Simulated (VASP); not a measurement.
# SiNi (Pmmn) in VASP: a series of runs

The runs below take SiNi through single point, relaxation of cell and atoms, with PBEsol+U, LDA+U.

All numbers are computed with VASP 6.6.1; they aren't measurements. Logs are shortened: lines on timing, memory, paths and dates and some standing lists are left out, and cuts for length are marked.

**1. The cell of the first run**

Symmetry: Pmmn, No. 59, orthorhombic system. Conventional cell: a = 2.943 Å, b = 3.280 Å, c = 4.677 Å, α = 90.00°, β = 90.00°, γ = 90.00°. Ni (site symmetry mm2) has 6 Si at 2.34 to 2.37 Å and 6 Ni at 2.65 to 2.94 Å within 3.1 Å. Si (site symmetry mm2) has 6 Ni at 2.34 to 2.37 Å and 6 Si at 2.65 to 2.94 Å within 3.1 Å.

**2. Single point, PBEsol+U, collinear spin, ferromagnetic start**

POSCAR

```
SiNi
1.0
    2.9427706600      0.0000000000      0.0000000000
    0.0000000000      3.2803255400      0.0000000000
    0.0000000000      0.0000000000      4.6774467600
Ni Si
2 2
Direct
    0.5000000000      0.5000000000      0.3424955900
    0.0000000000      0.0000000000      0.6575044100
    0.5000000000      0.5000000000      0.8431431600
    0.0000000000      0.0000000000      0.1568568400
```

INCAR.step1

```
SYSTEM = SiNi
PREC     = Accurate       ! precision mode
ENCUT    = 520            ! plane-wave cutoff, eV
EDIFF    = 1E-6           ! SCF threshold, eV
ISMEAR   = -1             ! smearing method
SIGMA    = 0.05           ! smearing width, eV
LREAL    = .False.        ! projectors in reciprocal space
LASPH    = .True.         ! aspherical terms in the spheres
NELM     = 150            ! most SCF steps
ALGO     = Normal         ! electronic algorithm
ISIF     = 2              ! what is computed and relaxed
LWAVE    = .False.        ! write WAVECAR
LCHARG   = .True.         ! write CHGCAR
ISPIN    = 2              ! spin polarisation
MAGMOM   = 1 1 0 0        ! initial moments
LMAXMIX  = 4              ! l up to which the mixer works
LDAU     = .True.         ! DFT+U
LDAUTYPE = 2            
LDAUL    = 2 -1           ! shell
LDAUU    = 4 0            ! U, eV
LDAUJ    = 0 0          
LDAUPRINT= 1            
GGA      = PS             ! functional
NBANDS   = 26             ! bands
```

KPOINTS.step1

```
Automatic mesh
0
Gamma
  9 8 6
  0 0 0
```

INCAR.step2

```
SYSTEM = SiNi
PREC     = Accurate       ! precision mode
ENCUT    = 520            ! plane-wave cutoff, eV
EDIFF    = 1E-6           ! SCF threshold, eV
ISMEAR   = -5             ! smearing method
SIGMA    = 0.05           ! smearing width, eV
LREAL    = .False.        ! projectors in reciprocal space
LASPH    = .True.         ! aspherical terms in the spheres
NELM     = 150            ! most SCF steps
ALGO     = Normal         ! electronic algorithm
ISIF     = 2              ! what is computed and relaxed
LWAVE    = .False.        ! write WAVECAR
LCHARG   = .False.        ! write CHGCAR
ISPIN    = 2              ! spin polarisation
MAGMOM   = 1 1 0 0        ! initial moments
LORBIT   = 11             ! projections on sites
LMAXMIX  = 4              ! l up to which the mixer works
LDAU     = .True.         ! DFT+U
LDAUTYPE = 2            
LDAUL    = 2 -1           ! shell
LDAUU    = 4 0            ! U, eV
LDAUJ    = 0 0          
LDAUPRINT= 1            
GGA      = PS             ! functional
NEDOS    = 1001           ! points of the DOS
ICHARG   = 11             ! starting density
```

KPOINTS.step2

```
Automatic mesh
0
Gamma
  14 12 9
  0 0 0
```

Potentials or basis: VASP PAW PBE potentials, release 64 (Ni, Si).

Launch:

```console
$ cat potpaw_PBE.64/Ni/POTCAR potpaw_PBE.64/Si/POTCAR > POTCAR
$ cp INCAR.step1 INCAR
$ cp KPOINTS.step1 KPOINTS
$ mpirun -np 1 vasp_std > vasp.out
$ cp INCAR.step2 INCAR
$ cp KPOINTS.step2 KPOINTS
$ mpirun -np 1 vasp_std > vasp.out
```

OUTCAR:

```text
SYSTEM = SiNi
   PREC = Accurate
   ENCUT = 520
   EDIFF = 1E-6
   ISMEAR = -5
   LREAL = .False.
   LASPH = .True.
   NELM = 150
   ISIF = 2
   ISPIN = 2
   LORBIT = 11
   GGA = PS
   ICHARG = 11

 ion  position               nearest neighbor table
   1  0.500  0.500  0.342-   3 2.34   3 2.34   4 2.37   4 2.37   4 2.37   4 2.37   2 2.65   2 2.65
                             2 2.65   2 2.65
   2  0.000  0.000  0.658-   4 2.34   4 2.34   3 2.37   3 2.37   3 2.37   3 2.37   1 2.65   1 2.65
                             1 2.65   1 2.65
   3  0.500  0.500  0.843-   1 2.34   1 2.34   2 2.37   2 2.37   2 2.37   2 2.37   4 2.65   4 2.65
                             4 2.65   4 2.65
   4  0.000  0.000  0.157-   2 2.34   2 2.34   1 2.37   1 2.37   1 2.37   1 2.37   3 2.65   3 2.65
                             3 2.65   3 2.65

  LATTYP: Found a simple orthorhombic cell.
 ALAT       =     2.9427706600
 B/A-ratio  =     1.1147064855
 C/A-ratio  =     1.5894703667

  Lattice vectors:

 A1 = (   2.9427706600,   0.0000000000,   0.0000000000)
 A2 = (   0.0000000000,   3.2803255400,   0.0000000000)
 A3 = (   0.0000000000,   0.0000000000,   4.6774467600)

Analysis of symmetry for initial positions (statically):
=====================================================================
 Subroutine PRICEL returns:
 Original cell was already a primitive cell.

 Routine SETGRP: Setting up the symmetry group for a
 simple orthorhombic supercell.

 Subroutine GETGRP returns: Found  8 space group operations
 (whereof  4 operations were pure point group operations)
 out of a pool of  8 trial point group operations.

The static configuration has the point symmetry C_2v.
 The point group associated with its full space group is D_2h.

Analysis of symmetry for dynamics (positions and initial velocities):
=====================================================================
 Subroutine PRICEL returns:
 Original cell was already a primitive cell.

 Routine SETGRP: Setting up the symmetry group for a
 simple orthorhombic supercell.

 Subroutine GETGRP returns: Found  8 space group operations
 (whereof  4 operations were pure point group operations)
 out of a pool of  8 trial point group operations.

The dynamic configuration has the point symmetry C_2v.
 The point group associated with its full space group is D_2h.

Analysis of structural, dynamic, and magnetic symmetry:
=====================================================================
 Subroutine PRICEL returns:
 Original cell was already a primitive cell.

 Routine SETGRP: Setting up the symmetry group for a
 simple orthorhombic supercell.

 Subroutine GETGRP returns: Found  8 space group operations
 (whereof  4 operations were pure point group operations)
 out of a pool of  8 trial point group operations.

The overall configuration has the point symmetry C_2v.
 The point group associated with its full space group is D_2h.

 Subroutine INISYM returns: Found  8 space group operations
 (whereof  4 operations are pure point group operations),
 and found     1 'primitive' translations

----------------------------------------------------------------------------------------

                                     Primitive cell

  volume of cell :      45.1525
[... 150 lines left out ...]

  0.8296  0.0000  0.0000  0.0000  0.0000
  0.0000  0.8571  0.0000  0.0000  0.0000
  0.0000  0.0000  0.8711  0.0000  0.0007
  0.0000  0.0000  0.0000  0.8739  0.0000
  0.0000  0.0000  0.0007  0.0000  0.9299

 occupancies and eigenvectors

  o =  0.8296  v =  0.0000  0.0000  0.0000  0.0000  0.0000  1.0000  0.0000  0.0000  0.0000  0.0000      0.0000  0.0000  0.0000  0.0000  0.0000  0.0000  0.0000  0.0000  0.0000  0.0000
  o =  0.8296  v =  1.0000  0.0000  0.0000  0.0000  0.0000  0.0000  0.0000  0.0000  0.0000  0.0000      0.0000  0.0000  0.0000  0.0000  0.0000  0.0000  0.0000  0.0000  0.0000  0.0000
  o =  0.8571  v =  0.0000  0.0000  0.0000  0.0000  0.0000  0.0000  1.0000  0.0000  0.0000  0.0000      0.0000  0.0000  0.0000  0.0000  0.0000  0.0000  0.0000  0.0000  0.0000  0.0000
  o =  0.8571  v =  0.0000  1.0000  0.0000  0.0000  0.0000  0.0000  0.0000  0.0000  0.0000  0.0000      0.0000  0.0000  0.0000  0.0000  0.0000  0.0000  0.0000  0.0000  0.0000  0.0000
  o =  0.8711  v =  0.0000  0.0000  0.0000  0.0000  0.0000  0.0000  0.0000  0.9999 -0.0000 -0.0118      0.0000  0.0000  0.0000  0.0000  0.0000  0.0000  0.0000  0.0000  0.0000  0.0000
  o =  0.8711  v =  0.0000  0.0000 -0.9999  0.0000  0.0119  0.0000  0.0000  0.0000  0.0000  0.0000      0.0000  0.0000  0.0000  0.0000  0.0000  0.0000  0.0000  0.0000  0.0000  0.0000
  o =  0.8739  v =  0.0000  0.0000  0.0000  0.0000  0.0000  0.0000  0.0000  0.0000  1.0000  0.0000      0.0000  0.0000  0.0000  0.0000  0.0000  0.0000  0.0000  0.0000  0.0000  0.0000
[... 15 lines left out ...]

spin component  2

  0.8296  0.0000  0.0000  0.0000  0.0000
  0.0000  0.8571  0.0000  0.0000  0.0000
  0.0000  0.0000  0.8711  0.0000  0.0007
  0.0000  0.0000  0.0000  0.8739  0.0000
  0.0000  0.0000  0.0007  0.0000  0.9299

 occupancies and eigenvectors

  o =  0.8296  v =  0.0000  0.0000  0.0000  0.0000  0.0000  1.0000  0.0000  0.0000  0.0000  0.0000      0.0000  0.0000  0.0000  0.0000  0.0000  0.0000  0.0000  0.0000  0.0000  0.0000
  o =  0.8296  v =  1.0000  0.0000  0.0000  0.0000  0.0000  0.0000  0.0000  0.0000  0.0000  0.0000      0.0000  0.0000  0.0000  0.0000  0.0000  0.0000  0.0000  0.0000  0.0000  0.0000
  o =  0.8571  v =  0.0000  0.0000  0.0000  0.0000  0.0000  0.0000  1.0000  0.0000  0.0000  0.0000      0.0000  0.0000  0.0000  0.0000  0.0000  0.0000  0.0000  0.0000  0.0000  0.0000
  o =  0.8571  v =  0.0000  1.0000  0.0000  0.0000  0.0000  0.0000  0.0000  0.0000  0.0000  0.0000      0.0000  0.0000  0.0000  0.0000  0.0000  0.0000  0.0000  0.0000  0.0000  0.0000
  o =  0.8711  v =  0.0000  0.0000  0.0000  0.0000  0.0000  0.0000  0.0000  0.9999 -0.0000 -0.0118      0.0000  0.0000  0.0000  0.0000  0.0000  0.0000  0.0000  0.0000  0.0000  0.0000
  o =  0.8711  v =  0.0000  0.0000 -0.9999  0.0000  0.0119  0.0000  0.0000  0.0000  0.0000  0.0000      0.0000  0.0000  0.0000  0.0000  0.0000  0.0000  0.0000  0.0000  0.0000  0.0000
  o =  0.8739  v =  0.0000  0.0000  0.0000  0.0000  0.0000  0.0000  0.0000  0.0000  1.0000  0.0000      0.0000  0.0000  0.0000  0.0000  0.0000  0.0000  0.0000  0.0000  0.0000  0.0000
  o =  0.8739  v =  0.0000  0.0000  0.0000 -1.0000  0.0000  0.0000  0.0000  0.0000  0.0000  0.0000      0.0000  0.0000  0.0000  0.0000  0.0000  0.0000  0.0000  0.0000  0.0000  0.0000
  o =  0.9299  v =  0.0000  0.0000  0.0000  0.0000  0.0000  0.0000  0.0000  0.0118 -0.0000  0.9999      0.0000  0.0000  0.0000  0.0000  0.0000  0.0000  0.0000  0.0000  0.0000  0.0000
  o =  0.9299  v =  0.0000  0.0000 -0.0119  0.0000 -0.9999  0.0000  0.0000  0.0000  0.0000  0.0000      0.0000  0.0000  0.0000  0.0000  0.0000  0.0000  0.0000  0.0000  0.0000  0.0000

 number of electron      28.0000012 magnetization      -0.0000181

 Free energy of the ion-electron system (eV)
  ---------------------------------------------------
  ext. energy  EPLUGINS =         0.00000000
  ---------------------------------------------------
  free energy    TOTEN  =       -21.23090937 eV

  energy without entropy =      -21.23090937  energy(sigma->0) =      -21.23090937

 E-fermi :  11.2436     XC(G=0): -12.6892

 val. band max:       11.3801718147   @ k =   0.1429   0.0000   0.2222
 cond. band min:      11.1041411958   @ k =   0.1429   0.0000   0.1111
 fundamental gap:     -0.2760306189
 Fermi energy:        11.2435716481

 spin component 1

 k-point     1 :       0.0000    0.0000    0.0000
  band No.  band energies     occupation
      1      -2.6233      1.00000
      2       3.0283      1.00000
      3       4.8634      1.00000
      4       6.4475      1.00000
      5       7.1965      1.00000
      6       7.8861      1.00000
[... 1049 lines left out ...]
     18      13.5539      0.00000
     19      18.5074      0.00000

 [... further k-points ...]

------------------------ aborting loop because EDIFF is reached ----------------------------------------

  FORCE on cell =-STRESS in cart. coord.  units (eV):
  Direction    XX          YY          ZZ          XY          YZ          ZX
  --------------------------------------------------------------------------------------
  -------------------------------------------------------------------------------------
  Total       -2.2160570     -2.3567111     -2.5600620      0.0000000      0.0000000      0.0000000
  in kB      -78.6338043    -83.6247269    -90.8403609      0.0000000      0.0000000      0.0000000
  external PRESSURE =     -84.3662973 kB  Pullay stress =       0.0000000 kB

 VOLUME and BASIS-vectors are now :
 -----------------------------------------------------------------------------
  energy-cutoff  :      520.00
  volume of cell :       45.15
      direct lattice vectors                 reciprocal lattice vectors
     2.942770660  0.000000000  0.000000000     0.339815812  0.000000000  0.000000000
     0.000000000  3.280325540  0.000000000     0.000000000  0.304847793  0.000000000
     0.000000000  0.000000000  4.677446760     0.000000000  0.000000000  0.213791851

 POSITION                                       TOTAL-FORCE (eV/Angst)
 -----------------------------------------------------------------------------------
      1.47139      1.64016      1.60200         0.000000      0.000000      0.042592
      0.00000      0.00000      3.07544         0.000000      0.000000     -0.042592
      1.47139      1.64016      3.94376         0.000000      0.000000     -0.322445
      0.00000      0.00000      0.73369         0.000000      0.000000      0.322445
 -----------------------------------------------------------------------------------
    total drift:                                0.000000     -0.000000     -0.000000

  FREE ENERGIE OF THE ION-ELECTRON SYSTEM (eV)
  ---------------------------------------------------
  free  energy   TOTEN  =       -21.2309093693 eV

  energy  without entropy=      -21.2309093693  energy(sigma->0) =      -21.23090937

 total charge

# of ion       s       p       d       tot
------------------------------------------
    1        0.470   0.598   8.683   9.751
    2        0.470   0.598   8.683   9.751
    3        0.748   0.853   0.000   1.601
    4        0.748   0.853   0.000   1.601
--------------------------------------------------
tot          2.436   2.902  17.365  22.704

 magnetization (x)

# of ion       s       p       d       tot
------------------------------------------
    1       -0.000  -0.000   0.000   0.000
    2       -0.000  -0.000   0.000   0.000
    3       -0.000   0.000   0.000  -0.000
    4       -0.000   0.000   0.000  -0.000
--------------------------------------------------
tot         -0.000  -0.000   0.000   0.000
```

Wall time 2.6 min (1 thread of Intel Xeon 6975P-C (Granite Rapids), shared host); peak memory 0.44 GiB.

Results:

- Net moment: 0.00 μB per cell
- Valence electrons inside the program's atomic spheres: Ni 9.75; Si 1.60

Levels at points of the mesh, in eV from the Fermi level:
Spin up:
| k point | band 10 | band 11 | band 12 | band 13 | band 14 | band 15 | band 16 | band 17 | band 18 | band 19 |
| --- | --- | --- | --- | --- | --- | --- | --- | --- | --- | --- |
| (0.00, 0.00, 0.00) | -2.94 | -2.68 | -2.28 | -2.24 | -1.13 | 1.51 | 2.82 | 5.40 | 5.63 | 7.49 |
| (0.50, 0.00, 0.00) | -2.88 | -2.70 | -2.70 | -2.07 | -2.07 | 1.84 | 1.84 | 3.58 | 3.58 | 6.24 |
| (0.00, 0.50, 0.00) | -3.06 | -2.69 | -2.69 | -2.56 | -2.56 | 1.25 | 1.25 | 5.15 | 5.15 | 8.04 |
| (0.50, 0.50, 0.00) | -3.43 | -2.56 | -2.56 | -1.86 | -1.86 | 1.70 | 1.70 | 2.07 | 2.07 | 4.07 |
Spin down:
| k point | band 12 | band 13 | band 14 | band 15 | band 16 | band 17 |
| --- | --- | --- | --- | --- | --- | --- |
| (0.00, 0.00, 0.00) | -2.28 | -2.24 | -1.13 | 1.51 | 2.82 | 5.40 |
| (0.50, 0.00, 0.00) | -2.69 | -2.07 | -2.07 | 1.84 | 1.84 | 3.58 |
| (0.00, 0.50, 0.00) | -2.69 | -2.56 | -2.56 | 1.25 | 1.25 | 5.15 |
| (0.50, 0.50, 0.00) | -2.56 | -1.86 | -1.86 | 1.70 | 1.70 | 2.07 |

Eigenvalues of the final occupation matrices:
| site | spin | trace | eigenvalues |
| --- | --- | --- | --- |
| site 1 d | 1 | 4.36 | 0.83 0.86 0.87 0.87 0.93 |
| site 1 d | 2 | 4.36 | 0.83 0.86 0.87 0.87 0.93 |
| site 2 d | 1 | 4.36 | 0.83 0.86 0.87 0.87 0.93 |
| site 2 d | 2 | 4.36 | 0.83 0.86 0.87 0.87 0.93 |

Caveat: the moments typed at the start vanished in this run; the PAW data sets were made with another functional, which shifts forces and pressure a little; the U is typed as a test and isn't derived for this compound. The state reached can hang on the start; a lower one may exist.

**3. Relaxation of cell and atoms, LDA+U, collinear spin, ferromagnetic start**

INCAR

```
SYSTEM = SiNi
PREC     = Accurate       ! precision mode
ENCUT    = 600            ! plane-wave cutoff, eV
EDIFF    = 1E-7           ! SCF threshold, eV
ISMEAR   = -1             ! smearing method
SIGMA    = 0.05           ! smearing width, eV
LREAL    = .False.        ! projectors in reciprocal space
LASPH    = .True.         ! aspherical terms in the spheres
NELM     = 150            ! most SCF steps
ALGO     = Fast           ! electronic algorithm
ISIF     = 3              ! what is computed and relaxed
LWAVE    = .False.        ! write WAVECAR
LCHARG   = .False.        ! write CHGCAR
ISPIN    = 2              ! spin polarisation
MAGMOM   = 1 1 0 0        ! initial moments
LORBIT   = 11             ! projections on sites
LMAXMIX  = 4              ! l up to which the mixer works
LDAU     = .True.         ! DFT+U
LDAUTYPE = 2            
LDAUL    = 2 -1           ! shell
LDAUU    = 8 0            ! U, eV
LDAUJ    = 0 0          
LDAUPRINT= 1            
IBRION   = 2              ! ionic algorithm
NSW      = 60             ! ionic steps
EDIFFG   = -0.01          ! ionic threshold
```

KPOINTS

```
regular mesh
0
Gamma
  9 8 6
  0 0 0
```

POSCAR is that of step 2.

Potentials or basis: VASP PAW LDA potentials, release 64 (Ni, Si).

Launch:

```console
$ cat potpaw_LDA.64/Ni/POTCAR potpaw_LDA.64/Si/POTCAR > POTCAR
$ mpirun -np 1 vasp_std > vasp.out
```

It took 29 min on 1 thread of Oxide Virtual Turin-like, shared host; peak memory 0.25 GiB.

The run converged. Its results:

* Free energy: -18.9534 eV
* Relaxed volume: 10.16 Å³/atom
* Relaxed cell: a = 2.822 Å, b = 3.171 Å, c = 4.541 Å, α = 90.00°, β = 90.00°, γ = 90.00°
* Space group after relaxing (to 0.1 Å): Pmmn (No. 59)
* Energy gained by relaxing: 79.1 meV/atom
* Ionic steps: 11
* Pressure after relaxing: 0.0 GPa
* Band gap on the k mesh: zero (filled and empty bands overlap)
* Net moment: 0.00 μB per cell
* Valence electrons inside the program's atomic spheres: Ni 10.23; Si 1.66

Forces in eV/Å, atoms in the order of the input:
```
Ni   0.000  0.000  0.001
Ni   0.000  0.000 -0.001
Si   0.000  0.000 -0.002
Si   0.000  0.000  0.002
```

Step by step:
```
step  energy change (eV)  largest force (eV/Å)  pressure (GPa)  volume (Å³)
   1              0.0000                0.7626          -18.49        45.15
   2             -0.0172                0.5797           26.60        37.16
   3             -0.2998                0.3907           -0.02        40.79
   4             -0.2999                0.3798            0.36        40.71
   5             -0.3159                0.0278            0.17        40.60
   6             -0.3161                0.0301            0.42        40.59
   7             -0.3163                0.0086           -0.43        40.74
   8             -0.3164                0.0045           -0.18        40.69
   9             -0.3165                0.0048           -0.07        40.67
  10             -0.3165                0.0159            0.03        40.64
  11             -0.3166                0.0022            0.05        40.64
```

Final structure:
```cif
data_structure
_symmetry_space_group_name_H-M 'P 1'
_symmetry_Int_Tables_number 1
_cell_length_a 2.8222
_cell_length_b 3.1714
_cell_length_c 4.5405
_cell_angle_alpha 90.000
_cell_angle_beta 90.000
_cell_angle_gamma 90.000
_cell_volume 40.64
loop_
_atom_site_label
_atom_site_type_symbol
_atom_site_fract_x
_atom_site_fract_y
_atom_site_fract_z
_atom_site_occupancy
Ni1 Ni 0.50000 0.50000 0.34500 1
Ni2 Ni 0.00000 0.00000 0.65500 1
Si1 Si 0.50000 0.50000 0.83503 1
Si2 Si 0.00000 0.00000 0.16497 1
```

Levels at points of the mesh, in eV from the Fermi level:
Spin up:
| k point | band 10 | band 11 | band 12 | band 13 | band 14 | band 15 | band 16 | band 17 | band 18 | band 19 |
| --- | --- | --- | --- | --- | --- | --- | --- | --- | --- | --- |
| (0.00, 0.00, 0.00) | -3.62 | -3.36 | -3.05 | -2.98 | -0.90 | 2.30 | 3.29 | 5.98 | 6.43 | 8.45 |
| (0.00, 0.50, 0.00) | -3.83 | -3.40 | -3.40 | -3.37 | -3.37 | 1.40 | 1.40 | 6.05 | 6.05 | 8.90 |
| (0.00, 0.00, 0.50) | -4.06 | -4.00 | -3.10 | 1.36 | 2.42 | 2.78 | 3.11 | 3.76 | 3.82 | 5.78 |
| (0.00, 0.50, 0.50) | -3.92 | -3.20 | -3.20 | -3.18 | -3.18 | 5.67 | 5.67 | 6.49 | 6.49 | 7.87 |
Spin down:
```
           k point  band 12  band 13  band 14  band 15  band 16  band 17
(0.00, 0.00, 0.00)    -3.05    -2.98    -0.90     2.30     3.29     5.98
(0.00, 0.50, 0.00)    -3.40    -3.37    -3.37     1.40     1.40     6.05
(0.00, 0.00, 0.50)    -3.10     1.36     2.42     2.78     3.11     3.76
(0.00, 0.50, 0.50)    -3.20    -3.18    -3.18     5.67     5.67     6.49
```

Eigenvalues of the final occupation matrices:
| site | spin | trace | eigenvalues |
| --- | --- | --- | --- |
| site 1 d | 1 | 4.55 | 0.87 0.90 0.91 0.91 0.96 |
| site 1 d | 2 | 4.55 | 0.87 0.90 0.91 0.91 0.96 |
| site 2 d | 1 | 4.55 | 0.87 0.90 0.91 0.91 0.96 |
| site 2 d | 2 | 4.55 | 0.87 0.90 0.91 0.91 0.96 |

Caveat: the moments typed at the start vanished in this run; the U is typed as a test and isn't derived for this compound.

The gap in the log of VASP goes by the Fermi energy; the results here count the filled bands.